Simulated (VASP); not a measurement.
GaP, 2 atoms in the cell. It takes space group I-4m2 (No. 119, tetragonal). The conventional cell has a = 3.854 Å, b = 3.854 Å, c = 5.594 Å, α = 90.00°, β = 90.00°, γ = 90.00°. Within 3.1 Å of Ga (site symmetry -4m2) lie 4 P at 2.38 Å. Within 3.1 Å of P (site symmetry -4m2) lie 4 Ga at 2.38 Å.  This cell differs from its parent crystal: uniaxial z strain +2.6%.

- Program: VASP 6.6.1
- Task: single point
- Functional: PBE
- Potentials or basis: VASP PAW PBE potentials, release 64 (Ga_d, P)
- Cutoff: 520 eV
- k mesh: 8 × 8 × 8
- Occupations: fermi-dirac, width 0.02 eV
- Spin: no spin polarisation
- Dipole correction: no
- Further INCAR settings: ALGO = Normal; EDIFF = 1e-06; NBANDS = 16

Potentials or basis: VASP PAW PBE potentials, release 64 (Ga_d, P).

The run is started by

```console
$ cat potpaw_PBE.64/Ga_d/POTCAR potpaw_PBE.64/P/POTCAR > POTCAR
$ mpirun -np 1 vasp_std > vasp.out
```

Hardware: 1 thread of Intel(R) Xeon(R) Platinum 8259CL CPU @ 2.50GHz (Skylake/Cascade Lake) (shared host).

Problem. Estimate the wall time of this run.

Solution. Wall time 38 s on 1 thread of Intel(R) Xeon(R) Platinum 8259CL CPU @ 2.50GHz (Skylake/Cascade Lake), with other jobs on the host, peak memory 0.19 GiB. Counts: scf iterations 12, k points 59.
